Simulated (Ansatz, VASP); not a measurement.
# Re: VASP beside Ansatz

INCAR

```
SYSTEM = Re
PREC = Accurate ; ENCUT = 520
EDIFF = 1E-6 ; ISMEAR = 0
SIGMA = 0.15 ; LREAL = .FALSE.
LASPH = .TRUE. ; NELM = 100
ALGO = Fast ; ISIF = 2
LWAVE = .FALSE. ; LCHARG = .FALSE.
GGA = PE ; NBANDS = 10
```

File KPOINTS:

```
Automatic mesh
0
G
  10 10 10
  0 0 0
```

File POSCAR:

```
Re
1.0
    0.0000000000      2.0786910104      1.8753950296
    2.0786910104      0.0000000000      1.8753950296
    2.0786910104      2.0786910104      0.0000000000
Re
1
Direct
    0.0000000000      0.0000000000      0.0000000000
```

Input for Ansatz:

```yaml
crystal:
  lattice:
    - [0.0, 2.0786910104, 1.8753950296]
    - [2.0786910104, 0.0, 1.8753950296]
    - [2.0786910104, 2.0786910104, 0.0]
  atoms:
    - { symbol: Re, position: [0.0, 0.0, 0.0] }
basis:
  ecutwfc: 420
kpoints:
  mp_grid: { grid: [10, 10, 10] }
hamiltonian:
  xc: pbe
scf:
  occupations: { method: gaussian, width: 0.15 }
output:
  forces: true
  stress: true
  eigenvalues: true
```

Alike in both runs: task single point; functional PBE; k mesh 10 × 10 × 10; occupations gaussian, width 0.15 eV; no spin polarisation.

```csv
,VASP,Ansatz
version,VASP 6.6.1,Ansatz 0.2.0
potentials or method,"VASP PAW PBE potentials, release 64 (Re), cutoff 520 eV","scalar-relativistic, plane waves, PAW"
valence electrons in the cell,7,15
```

Ansatz gave:

- gap on the k mesh at the Fermi level (eV): none
- pressure (GPa): -22.7
- traceless stress, the component that is largest in VASP (GPa): 11.83

Question: Which values does VASP return?

Answer: gap on the k mesh at the Fermi level (eV): none; pressure (GPa): -23.6; traceless stress, the component that is largest in VASP (GPa): 11.81.

A gap of «none» marks a metal or a gap that the smearing closes. The functional is the same, so the differences come from potentials, cutoffs and numerics. VASP's potentials hold 7 valence electrons a cell and Ansatz's 15, so a difference there can come from the potentials and not from the codes.

Spin-orbit coupling is off throughout.
